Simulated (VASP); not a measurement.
# Ti in VASP: notebook, part 3 of 3

VASP 6.6.1. The steps go on from the part before.

## Step 4: Electric field gradients, r2SCAN

The input, POSCAR:

```
Ti
1.0
   -1.6410000000      1.6410000000      1.6410000000
    1.6410000000     -1.6410000000      1.6410000000
    1.6410000000      1.6410000000     -1.6410000000
Ti
1
Direct
    0.0000000000      0.0000000000      0.0000000000
```

The input, INCAR.step1:

```
  PREC = Accurate
  ENCUT = 520
  ISMEAR = -1
  SIGMA = 0.05
  LREAL = False
  LASPH = True
  NELM = 60
  NBANDS = 12
  GGA = PE
  ALGO = Normal
  EDIFF = 1E-4
  LWAVE = True
  LCHARG = False
```

The input, INCAR.step2:

```
  PREC = Accurate
  ENCUT = 520
  EDIFF = 1E-8
  ISMEAR = -1
  SIGMA = 0.05
  LREAL = False
  LASPH = True
  NELM = 60
  ALGO = Normal
  ISIF = 2
  LWAVE = False
  LCHARG = False
  METAGGA = R2SCAN
  LMIXTAU = True
  LEFG = True
  NBANDS = 12
  ISTART = 1
```

The input, KPOINTS:

```
Automatic mesh
0
Gamma
  14 14 14
```

Potentials or basis: VASP PAW PBE potentials, release 64 (Ti_sv).

Started as:

```console
cat potpaw_PBE.64/Ti_sv/POTCAR > POTCAR
cp INCAR.step1 INCAR
mpirun -np 1 vasp_std > vasp.out
cp INCAR.step2 INCAR
mpirun -np 1 vasp_std > vasp.out
```

OUTCAR:

```text
PREC = Accurate
   ENCUT = 520
   EDIFF = 1E-8
   ISMEAR = -1
   LREAL = False
   LASPH = True
   NELM = 60
   ISIF = 2
   METAGGA = R2SCAN
   ISTART = 1

 ion  position               nearest neighbor table
   1  0.000  0.000  0.000-

  LATTYP: Found a body centered cubic cell.
 ALAT       =     3.2820000000

  Lattice vectors:

 A1 = (  -1.6410000000,   1.6410000000,   1.6410000000)
 A2 = (   1.6410000000,  -1.6410000000,   1.6410000000)
 A3 = (   1.6410000000,   1.6410000000,  -1.6410000000)

Analysis of symmetry for initial positions (statically):
=====================================================================
 Subroutine PRICEL returns:
 Original cell was already a primitive cell.

 Routine SETGRP: Setting up the symmetry group for a
 body centered cubic supercell.

 Subroutine GETGRP returns: Found 48 space group operations
 (whereof 48 operations were pure point group operations)
 out of a pool of 48 trial point group operations.

The static configuration has the point symmetry O_h .

Analysis of symmetry for dynamics (positions and initial velocities):
=====================================================================
 Subroutine PRICEL returns:
 Original cell was already a primitive cell.

 Routine SETGRP: Setting up the symmetry group for a
 body centered cubic supercell.

 Subroutine GETGRP returns: Found 48 space group operations
 (whereof 48 operations were pure point group operations)
 out of a pool of 48 trial point group operations.

The dynamic configuration has the point symmetry O_h .

 Subroutine INISYM returns: Found 48 space group operations
 (whereof 48 operations are pure point group operations),
 and found     1 'primitive' translations

----------------------------------------------------------------------------------------

                                     Primitive cell

  volume of cell :      17.6761

  direct lattice vectors                    reciprocal lattice vectors
    -1.641000000  1.641000000  1.641000000     0.000000000  0.304692261  0.304692261
     1.641000000 -1.641000000  1.641000000     0.304692261  0.000000000  0.304692261
     1.641000000  1.641000000 -1.641000000     0.304692261  0.304692261  0.000000000

  length of vectors
     2.842295375  2.842295375  2.842295375     0.430899928  0.430899928  0.430899928

  position of ions in fractional coordinates (direct lattice)
     0.000000000  0.000000000  0.000000000

  ion indices of the primitive-cell ions
   primitive index   ion index
                 1           1

----------------------------------------------------------------------------------------

 KPOINTS: Automatic mesh

Automatic generation of k-mesh.
 Grid dimensions read from file:
 generate k-points for:   14   14   14

 Generating k-lattice:

  Cartesian coordinates                     Fractional coordinates (reciprocal lattice)
     0.000000000  0.021763733  0.021763733     0.071428571  0.000000000  0.000000000
     0.021763733  0.000000000  0.021763733     0.000000000  0.071428571  0.000000000
[... 67 lines left out ...]
   TEBEG  =    0.0;   TEEND  =   0.0 temperature during run
   PSTRESS=    0.0 pullay stress
   NELECT =      12.0000    total number of electrons
   NUPDOWN=      -1.0000    fix difference up-down
   EMIN   =  10.00;   EMAX   =-10.00  energy-range for DOS
   EFERMI =   0.00;   METHOD = LEGACY
   ISMEAR =    -1;   SIGMA  =   0.05  broadening in eV -4-tet -1-fermi 0-gaus
   EFERMI_NEDOS =   21; number of points for ismear=-14 and -15
   IALGO  =     38    algorithm
   IMIX   =      4    mixing-type and parameters
     AMIX     =   0.40;   BMIX     =  1.00
     AMIX_MAG =   1.60;   BMIX_MAG =  1.00
  volume/ion in A,a.u.               =      17.68       119.28
  Fermi-wavevector in a.u.,A,eV,Ry     =   1.438821  2.718977 28.166848  2.070205
  Thomas-Fermi vector in A             =   2.557745
   LORBIT       =      0    0 simple, 1 ext, 2 COOP (PROOUT), +10 PAW based schemes
   METAGGA = R2SCAN    functional components
   LHFCALC =     F    Hartree Fock is set to
   AEXX    =    0.0000 exact exchange contribution
   IVDW    =     0    specifies the selected vdW correction
   LEPSILON=     F    determine dielectric tensor
   LRPA    =     F    only Hartree local field effects (RPA)
 non-spin polarized calculation
  energy-cutoff  :      520.00
  volume of cell :       17.68
 maximum number of plane-waves:       490
 NGX is ok and might be reduce to    24
   NGX = 11   NGY = 11   NGZ = 11

 number of electron      12.0000001 magnetization

 Free energy of the ion-electron system (eV)
  ---------------------------------------------------
  ext. energy  EPLUGINS =         0.00000000
  ---------------------------------------------------
  free energy    TOTEN  =       -12.81967873 eV

  energy without entropy =      -12.80089411  energy(sigma->0) =      -12.81028642

 E-fermi :   7.9387     XC(G=0): -12.3093

 val. band max:        7.9148492649   @ k =  -0.2857   0.2857   0.2143
 cond. band min:       7.9423828051   @ k =  -0.2857   0.3571   0.0714
 fundamental gap:      0.0275335401
 Fermi energy:         7.9387405906

 k-point     1 :       0.0000    0.0000    0.0000
  band No.  band energies     occupation
      1     -51.0111      2.00000
      2     -25.8340      2.00000
      3     -25.8340      2.00000
      4     -25.8340      2.00000
      5       1.6355      2.00000
      6       9.0634      0.00000
      7       9.0634      0.00000
      8       9.0634      0.00000
      9      10.8035      0.00000
     10      10.8035      0.00000
     11      25.9003      0.00000
     12      25.9004      0.00000
[... 331 lines left out ...]
 k-point    24 :       0.3571    0.2857    0.0000
  band No.  band energies     occupation
      1     -50.8685      2.00000
      2     -26.3321      2.00000
      3     -26.2297      2.00000
      4     -25.9132      2.00000
      5       6.8161      2.00000
      6       7.3702      1.99998
      7       7.4672      1.99984
      8      10.9163      0.00000
      9      11.1481      0.00000
     10      15.1524      0.00000
     11      16.5453      0.00000
     12      17.7433      0.00000

 [... further k-points ...]
[... 5 lines left out ...]
  --------------------------------------------------------------------------------------
  -------------------------------------------------------------------------------------
  Total       -0.2783785     -0.2783785     -0.2783785     -0.0000000      0.0000000      0.0000000
  in kB      -25.2325186    -25.2325186    -25.2325186     -0.0000000      0.0000000      0.0000000
  external PRESSURE =     -25.2325186 kB  Pullay stress =       0.0000000 kB

 VOLUME and BASIS-vectors are now :
 -----------------------------------------------------------------------------
  energy-cutoff  :      520.00
  volume of cell :       17.68
      direct lattice vectors                 reciprocal lattice vectors
    -1.641000000  1.641000000  1.641000000     0.000000000  0.304692261  0.304692261
     1.641000000 -1.641000000  1.641000000     0.304692261  0.000000000  0.304692261
     1.641000000  1.641000000 -1.641000000     0.304692261  0.304692261  0.000000000

 POSITION                                       TOTAL-FORCE (eV/Angst)
 -----------------------------------------------------------------------------------
      0.00000      0.00000      0.00000         0.000000      0.000000      0.000000
 -----------------------------------------------------------------------------------
    total drift:                                0.000000      0.000000      0.000000

  FREE ENERGIE OF THE ION-ELECTRON SYSTEM (eV)
  ---------------------------------------------------
  free  energy   TOTEN  =       -12.8196787302 eV

  energy  without entropy=      -12.8008941074  energy(sigma->0) =      -12.81028642

 Electric field gradients (V/A^2)
---------------------------------------------------------------------
 ion       V_xx      V_yy      V_zz      V_xy      V_xz      V_yz
---------------------------------------------------------------------
   1       0.000    -0.000    -0.000     0.001     0.001     0.001
---------------------------------------------------------------------

 Electric field gradients after diagonalization (V/A^2)
 (convention: |V_zz| > |V_xx| > |V_yy|)
----------------------------------------------------------------------
 ion       V_xx      V_yy      V_zz     asymmetry (V_yy - V_xx)/ V_zz
----------------------------------------------------------------------
   1      -0.001    -0.001     0.001       0.000
----------------------------------------------------------------------

           NMR quadrupolar parameters

 Cq : quadrupolar parameter    Cq=e*Q*V_zz/h
 eta: asymmetry parameters     (V_yy - V_xx)/ V_zz
 Q  : nuclear electric quadrupole moment in mb (millibarn)
----------------------------------------------------------------------
 ion       Cq(MHz)       eta       Q (mb)
----------------------------------------------------------------------
   1       0.000       0.000       1.000
----------------------------------------------------------------------
```

OSZICAR.step1:

```text
N       E                     dE             d eps       ncg     rms          rms(c)
DAV:   1     0.875383916723E+02    0.87538E+02   -0.65088E+03  2512   0.119E+03
DAV:   2    -0.437143430323E+01   -0.91910E+02   -0.89296E+02  2532   0.298E+02
DAV:   3    -0.871581845037E+01   -0.43444E+01   -0.42890E+01  3484   0.653E+01
DAV:   4    -0.880216839096E+01   -0.86350E-01   -0.86243E-01  2824   0.832E+00
DAV:   5    -0.880435266396E+01   -0.21843E-02   -0.21842E-02  2896   0.114E+00    0.815E+00
DAV:   6    -0.772262110374E+01    0.10817E+01   -0.26584E+00  2704   0.227E+01    0.202E+00
DAV:   7    -0.772069704204E+01    0.19241E-02   -0.67106E-02  2952   0.268E+00    0.123E+00
DAV:   8    -0.772942438794E+01   -0.87273E-02   -0.33985E-02  2640   0.208E+00    0.927E-02
DAV:   9    -0.772986349621E+01   -0.43911E-03   -0.20778E-03  2980   0.411E-01    0.701E-02
DAV:  10    -0.772990439484E+01   -0.40899E-04   -0.23717E-04  2616   0.157E-01
   1 F= -.77299044E+01 E0= -.77195337E+01  d E =-.207414E-01
```

Wall time 2.6 min (1 thread of Intel Xeon 8259CL, shared host); peak memory 0.16 GiB.

Results:

- Free energy: -12.8197 eV
- Pressure: -2.5 GPa
- Band gap on the k mesh: zero (bands 6 and 7 overlap by 1.82 eV)
- Largest electric field gradient by atom: zero within the noise of the run

Levels at points of the mesh, in eV from the Fermi level:
| k point | band 4 | band 5 | band 6 | band 7 | band 8 | band 9 |
| --- | --- | --- | --- | --- | --- | --- |
| (0.00, 0.00, 0.00) | -33.77 | -6.30 | 1.12 | 1.12 | 1.12 | 2.86 |
| (0.50, 0.00, 0.00) | -33.78 | -2.54 | -0.32 | 0.91 | 2.87 | 3.21 |
| (0.50, 0.50, 0.50) | -34.22 | -2.20 | -2.20 | 4.04 | 4.04 | 4.04 |

Caveat: the PAW data sets were made with another functional, which shifts forces and pressure a little.
